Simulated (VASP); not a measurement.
# Si7P (P1) in VASP: single point with PBE

Aim: the single point of Si7P with PBE.

Everything below comes from runs of VASP 6.6.1. Logs are shortened: lines on timing, memory, paths and dates and some standing lists are left out, and cuts for length are marked.

## (1) The cell of the first run

The typed cell holds 8 atoms: a = 5.419 Å, b = 5.422 Å, c = 5.423 Å, α = 89.99°, β = 89.99°, γ = 90.00°.

## (2) Single point, PBE

Input file INCAR:

```
PREC     = Accurate       # precision mode
ENCUT    = 520            # plane-wave cutoff, eV
EDIFF    = 1E-6           # SCF threshold, eV
ISMEAR   = 0              # smearing method
SIGMA    = 0.2            # smearing width, eV
LREAL    = F              # projectors in reciprocal space
LASPH    = T              # aspherical terms in the spheres
NELM     = 100            # most SCF steps
ALGO     = Normal         # electronic algorithm
ISIF     = 2              # what is computed and relaxed
LWAVE    = F              # write WAVECAR
LCHARG   = T              # write CHGCAR
GGA      = PE             # functional
LELF     = T              # ELF
LVHAR    = T            
NBANDS   = 26             # bands
```

Input file KPOINTS:

```
regular mesh
0
Gamma
  4 4 4
```

Input file POSCAR:

```
Si7P
1.0
    5.4191242054      0.0000942290      0.0004314605
    0.0000653263      5.4215176243      0.0004727232
    0.0004167109      0.0004841702      5.4225860827
Si P
7 1
Direct
   -0.0000332189      0.5000111434      0.5000050439
    0.7491160301      0.7490926741      0.2508979882
    0.5000166305     -0.0000146873      0.5000038419
    0.7490352190      0.2509296797      0.7490577609
    0.5000184091      0.5000151320      0.0000547864
    0.2509035874      0.7490100681      0.7490550928
    0.2508839695      0.2509144250      0.2509651090
    0.0000593734      0.0000415651     -0.0000396232
```

Potentials or basis: VASP PAW PBE potentials, release 64 (Si, P).

Run with:

```console
$ cat potpaw_PBE.64/Si/POTCAR potpaw_PBE.64/P/POTCAR > POTCAR
$ mpirun -np 1 vasp_std > vasp.out
```

OUTCAR:

```text
PREC = Accurate
   ENCUT = 520
   EDIFF = 1E-6
   ISMEAR = 0
   LREAL = F
   LASPH = T
   NELM = 100
   ISIF = 2
   GGA = PE

 ion  position               nearest neighbor table
   1  1.000  0.500  0.500-   4 2.34   2 2.34   7 2.34   6 2.34
   2  0.749  0.749  0.251-   1 2.34   3 2.34   5 2.34   8 2.36
   3  0.500  1.000  0.500-   6 2.34   7 2.34   2 2.34   4 2.34
   4  0.749  0.251  0.749-   1 2.34   5 2.34   3 2.34   8 2.36
   5  0.500  0.500  0.000-   7 2.34   4 2.34   6 2.34   2 2.34
   6  0.251  0.749  0.749-   3 2.34   1 2.34   5 2.34   8 2.36
   7  0.251  0.251  0.251-   1 2.34   5 2.34   3 2.34   8 2.36
   8  0.000  0.000  1.000-   2 2.36   6 2.36   7 2.36   4 2.36

  LATTYP: Found a triclinic cell.
 ALAT       =     5.4225861203
 B/A-ratio  =     0.9998029584
 C/A-ratio  =     0.9993615782
 COS(alpha) =     0.0000294446
 COS(beta)  =     0.0001564669
 COS(gamma) =     0.0001764825

  Lattice vectors:

 A1 = (  -0.0004167109,  -0.0004841702,  -5.4225860827)
 A2 = (  -0.0000653263,  -5.4215176243,  -0.0004727232)
 A3 = (  -5.4191242054,  -0.0000942290,  -0.0004314605)

Analysis of symmetry for initial positions (statically):
=====================================================================
 Subroutine PRICEL returns:
 Original cell was already a primitive cell.

 Routine SETGRP: Setting up the symmetry group for a
 triclinic supercell.

 Subroutine GETGRP returns: Found  1 space group operations
 (whereof  1 operations were pure point group operations)
 out of a pool of  2 trial point group operations.

The static configuration has the point symmetry C_1 .

Analysis of symmetry for dynamics (positions and initial velocities):
=====================================================================
 Subroutine PRICEL returns:
 Original cell was already a primitive cell.

 Routine SETGRP: Setting up the symmetry group for a
 triclinic supercell.

 Subroutine GETGRP returns: Found  1 space group operations
 (whereof  1 operations were pure point group operations)
 out of a pool of  2 trial point group operations.

The dynamic configuration has the point symmetry C_1 .

 Subroutine INISYM returns: Found  1 space group operations
 (whereof  1 operations are pure point group operations),
 and found     1 'primitive' translations

----------------------------------------------------------------------------------------

                                     Primitive cell

  volume of cell :     159.3149

  direct lattice vectors                    reciprocal lattice vectors
     5.419124205  0.000094229  0.000431461     0.184531664 -0.000002222 -0.000014181
     0.000065326  5.421517624  0.000472723    -0.000003206  0.184450200 -0.000016469
     0.000416711  0.000484170  5.422586083    -0.000014682 -0.000016080  0.184413857

  length of vectors
     5.419124223  5.421517645  5.422586120     0.184531664  0.184450200  0.184413858

  position of ions in fractional coordinates (direct lattice)
     0.999966781  0.500011143  0.500005044
     0.749116030  0.749092674  0.250897988
     0.500016630  0.999985313  0.500003842
     0.749035219  0.250929680  0.749057761
     0.500018409  0.500015132  0.000054786
     0.250903587  0.749010068  0.749055093
     0.250883970  0.250914425  0.250965109
     0.000059373  0.000041565  0.999960377

  ion indices of the primitive-cell ions
   primitive index   ion index
                 1           1
                 2           2
                 3           3
                 4           4
                 5           5
                 6           6
                 7           7
                 8           8

----------------------------------------------------------------------------------------

 KPOINTS: regular mesh

Automatic generation of k-mesh.
 Grid dimensions read from file:
 generate k-points for:    4    4    4

 Generating k-lattice:

  Cartesian coordinates                     Fractional coordinates (reciprocal lattice)
     0.046132916 -0.000000556 -0.000003545     0.250000000  0.000000000  0.000000000
    -0.000000801  0.046112550 -0.000004117     0.000000000  0.250000000  0.000000000
    -0.000003671 -0.000004020  0.046103464     0.000000000 -0.000000000  0.250000000

  Length of vectors
     0.046132916  0.046112550  0.046103465

  Shift w.r.t. Gamma in fractional coordinates (k-lattice)
     0.000000000  0.000000000  0.000000000

 Subroutine IBZKPT returns following result:
 ===========================================

 Found     36 irreducible k-points:

 Following reciprocal coordinates:
            Coordinates               Weight
  0.000000  0.000000  0.000000      1.000000
  0.250000  0.000000  0.000000      2.000000
  0.500000  0.000000  0.000000      1.000000
 -0.000000  0.250000  0.000000      2.000000
  0.250000  0.250000  0.000000      2.000000
  0.500000  0.250000  0.000000      2.000000
[... 16 lines left out ...]
 -0.000000 -0.250000  0.250000      2.000000
  0.250000 -0.250000  0.250000      2.000000
 [... further k-points ...]
   k-points           NKPTS =     36   k-points in BZ     NKDIM =     36   number of bands    NBANDS=     26
   number of dos      NEDOS =    301   number of ions     NIONS =      8
   total plane-waves  NPLWV =  64000
   dimension x,y,z NGX =    40 NGY =   40 NGZ =   40
   dimension x,y,z NGXF=    80 NGYF=   80 NGZF=   80
   ions per type =               7   1
   NGX,Y,Z   is equivalent  to a cutoff of  12.27, 12.27, 12.26 a.u.
   NGXF,Y,Z  is equivalent  to a cutoff of  24.54, 24.53, 24.53 a.u.
 SYSTEM =  unknown system
   PREC   = accura    normal or accurate (medium, high low for compatibility)
   ISTART =      0    job   : 0-new  1-cont  2-samecut
   ICHARG =      2    charge: 1-file 2-atom 10-const
   ISPIN  =      1    spin polarized calculation?
   LNONCOLLINEAR =      F non collinear calculations
   LSORBIT =      F    spin-orbit coupling
   LASPH  =      T    aspherical Exc in radial PAW
   ENCUT  =  520.0 eV  38.22 Ry    6.18 a.u.  10.08 10.08 10.08*2*pi/ulx,y,z
   NELM   =    100;   NELMIN=  2; NELMDL= -5     # of ELM steps
   EDIFF  = 0.1E-05   stopping-criterion for ELM
   LREAL  =      F    real-space projection
   EDIFFG = 0.1E-04   stopping-criterion for IOM
   NSW    =      0    number of steps for IOM
   IBRION =     -1    ionic relax: 0-MD 1-quasi-New 2-CG
   NFREE  =      0    steps in history (QN), initial steepest desc. (CG)
   ISIF   =      2    stress and relaxation
   ISYM   =      2    0-nonsym 1-usesym 2-fastsym
   POTIM  = 0.5000    time-step for ionic-motion
   TEBEG  =    0.0;   TEEND  =   0.0 temperature during run
   PSTRESS=    0.0 pullay stress
   NELECT =      33.0000    total number of electrons
   NUPDOWN=      -1.0000    fix difference up-down
   EMIN   =  10.00;   EMAX   =-10.00  energy-range for DOS
   EFERMI =   0.00;   METHOD = LEGACY
   ISMEAR =     0;   SIGMA  =   0.20  broadening in eV -4-tet -1-fermi 0-gaus
   EFERMI_NEDOS =   21; number of points for ismear=-14 and -15
   IALGO  =     38    algorithm
   IMIX   =      4    mixing-type and parameters
     AMIX     =   0.40;   BMIX     =  1.00
     AMIX_MAG =   1.60;   BMIX_MAG =  1.00
  volume/ion in A,a.u.               =      19.91       134.39
  Fermi-wavevector in a.u.,A,eV,Ry     =   0.968636  1.830457 12.765747  0.938256
  Thomas-Fermi vector in A             =   2.098622
   LORBIT       =      0    0 simple, 1 ext, 2 COOP (PROOUT), +10 PAW based schemes
   GGA     = PE    functional components
   LHFCALC =     F    Hartree Fock is set to
   AEXX    =    0.0000 exact exchange contribution
   IVDW    =     0    specifies the selected vdW correction
   LEPSILON=     F    determine dielectric tensor
   LRPA    =     F    only Hartree local field effects (RPA)
 non-spin polarized calculation
 Gauss-broadening in eV      SIGMA  =   0.20
  energy-cutoff  :      520.00
  volume of cell :      159.31
 maximum number of plane-waves:      4337
   NGX = 21   NGY = 21   NGZ = 21

 number of electron      33.0000003 magnetization

 Free energy of the ion-electron system (eV)
  ---------------------------------------------------
  ext. energy  EPLUGINS =         0.00000000
  ---------------------------------------------------
  free energy    TOTEN  =       -43.12358471 eV

  energy without entropy =      -43.08266873  energy(sigma->0) =      -43.10312672

 E-fermi :   6.8007     XC(G=0):  -9.4843

 val. band max:        6.7244067460   @ k =   0.2500   0.2500   0.0000
 cond. band min:       6.8054078323   @ k =   0.5000   0.0000   0.0000
 fundamental gap:      0.0810010864
 Fermi energy:         6.8007313867

 k-point     1 :       0.0000    0.0000    0.0000
  band No.  band energies     occupation
      1      -6.8447      2.00000
      2      -3.9465      2.00000
      3      -2.1707      2.00000
      4      -2.1695      2.00000
      5      -2.1669      2.00000
      6      -1.9605      2.00000
[... 18 lines left out ...]
     25       8.1976      0.00000
     26       8.6693      0.00000

 k-point     2 :       0.2500    0.0000    0.0000
  band No.  band energies     occupation
      1      -6.6394      2.00000
      2      -4.4519      2.00000
      3      -2.9800      2.00000
      4      -2.0911      2.00000
      5      -2.0902      2.00000
      6      -1.8809      2.00000
[... 18 lines left out ...]
     25       9.2863      0.00000
     26       9.7972      0.00000

 k-point     3 :       0.5000    0.0000    0.0000
  band No.  band energies     occupation
      1      -6.3146      2.00000
      2      -5.0916      2.00000
      3      -3.0695      2.00000
      4      -2.0029      2.00000
      5      -2.0027      2.00000
      6      -1.7931      2.00000
[... 18 lines left out ...]
     25      10.2345      0.00000
     26      10.3184      0.00000

 k-point     4 :      -0.0000    0.2500    0.0000
  band No.  band energies     occupation
      1      -6.6395      2.00000
      2      -4.4531      2.00000
      3      -2.9795      2.00000
      4      -2.0909      2.00000
      5      -2.0880      2.00000
      6      -1.8801      2.00000
[... 18 lines left out ...]
     25       9.2869      0.00000
     26       9.7972      0.00000

 k-point     5 :       0.2500    0.2500    0.0000
  band No.  band energies     occupation
      1      -6.4537      2.00000
      2      -4.4943      2.00000
      3      -3.5997      2.00000
      4      -2.7232      2.00000
      5      -1.7802      2.00000
      6      -0.6442      2.00000
[... 18 lines left out ...]
     25       9.7442      0.00000
     26      11.0562      0.00000

 k-point     6 :       0.5000    0.2500    0.0000
  band No.  band energies     occupation
      1      -6.1794      2.00000
      2      -4.8433      2.00000
      3      -3.6814      2.00000
      4      -3.0585      2.00000
      5      -1.3498      2.00000
      6      -0.8924      2.00000
[... 427 lines left out ...]
 k-point    21 :       0.5000    0.5000    0.2500
  band No.  band energies     occupation
      1      -5.9426      2.00000
      2      -4.0076      2.00000
      3      -4.0070      2.00000
      4      -3.9844      2.00000
      5      -1.2453      2.00000
      6      -0.7418      2.00000
[... 18 lines left out ...]
     25       9.5882      0.00000
     26       9.5900      0.00000

 k-point    22 :      -0.2500    0.5000    0.2500
  band No.  band energies     occupation
      1      -6.0715      2.00000
      2      -4.6158      2.00000
      3      -3.8166      2.00000
      4      -3.3034      2.00000
      5      -1.4352      2.00000
      6      -1.1477      2.00000
[... 18 lines left out ...]
     25       9.9279      0.00000
     26      10.2926      0.00000

 k-point    23 :      -0.0000   -0.2500    0.2500
  band No.  band energies     occupation
      1      -6.4538      2.00000
      2      -4.4952      2.00000
      3      -3.6010      2.00000
      4      -2.7221      2.00000
      5      -1.7775      2.00000
      6      -0.6444      2.00000
[... 18 lines left out ...]
     25       9.7389      0.00000
     26      11.0587      0.00000

 k-point    24 :       0.2500   -0.2500    0.2500
  band No.  band energies     occupation
      1      -6.2920      2.00000
      2      -4.4819      2.00000
      3      -3.4682      2.00000
      4      -3.4671      2.00000
      5      -1.2483      2.00000
      6      -0.7261      2.00000
[... 18 lines left out ...]
     25      10.2161      0.00000
     26      10.6539      0.00000

 [... further k-points ...]
[... 5 lines left out ...]
  --------------------------------------------------------------------------------------
  -------------------------------------------------------------------------------------
  Total       -0.0149529     -0.0406287     -0.0525994     -0.0003345     -0.0082999     -0.0070294
  in kB       -0.1503768     -0.4085897     -0.5289752     -0.0033640     -0.0834691     -0.0706919
  external PRESSURE =      -0.3626472 kB  Pullay stress =       0.0000000 kB

 VOLUME and BASIS-vectors are now :
 -----------------------------------------------------------------------------
  energy-cutoff  :      520.00
  volume of cell :      159.31
      direct lattice vectors                 reciprocal lattice vectors
     5.419124205  0.000094229  0.000431461     0.184531664 -0.000002222 -0.000014181
     0.000065326  5.421517624  0.000472723    -0.000003206  0.184450200 -0.000016469
     0.000416711  0.000484170  5.422586083    -0.000014682 -0.000016080  0.184413857

 POSITION                                       TOTAL-FORCE (eV/Angst)
 -----------------------------------------------------------------------------------
      5.41919      2.71116      2.71199         0.001809      0.000033     -0.000333
      4.05971      4.06141      1.36119        -0.005086     -0.003539      0.004200
      2.70993      5.42173      2.71200        -0.000309      0.000585     -0.000321
      4.05944      1.36085      4.06227        -0.004853      0.003280     -0.003342
      2.70969      2.71089      0.00075        -0.000490     -0.000311     -0.000989
      1.36004      4.06116      4.06228         0.004794     -0.003913     -0.004077
      1.35969      1.36048      1.36111         0.005299      0.004358      0.004561
      0.00074      0.00071      5.42237        -0.001163     -0.000492      0.000299
 -----------------------------------------------------------------------------------
    total drift:                                0.000004      0.000002     -0.000001

  FREE ENERGIE OF THE ION-ELECTRON SYSTEM (eV)
  ---------------------------------------------------
  free  energy   TOTEN  =       -43.1235847088 eV

  energy  without entropy=      -43.0826687350  energy(sigma->0) =      -43.10312672
```

Wall time 99 s (1 thread of Intel Xeon Platinum 8488C (Sapphire Rapids), shared host); peak memory 0.28 GiB.

What came out:

- Free energy: -43.1236 eV
- Pressure: 0.0 GPa
- Largest force: 0.008 eV/Å
- Band gap on the k mesh: zero (an odd number of electrons rules out a gap without spin polarisation)

Forces on the atoms (eV/Å):
```
Si   0.002  0.000  0.000
Si  -0.005 -0.004  0.004
Si   0.000  0.001  0.000
Si  -0.005  0.003 -0.003
Si   0.000  0.000 -0.001
Si   0.005 -0.004 -0.004
Si   0.005  0.004  0.005
P   -0.001  0.000  0.000
```
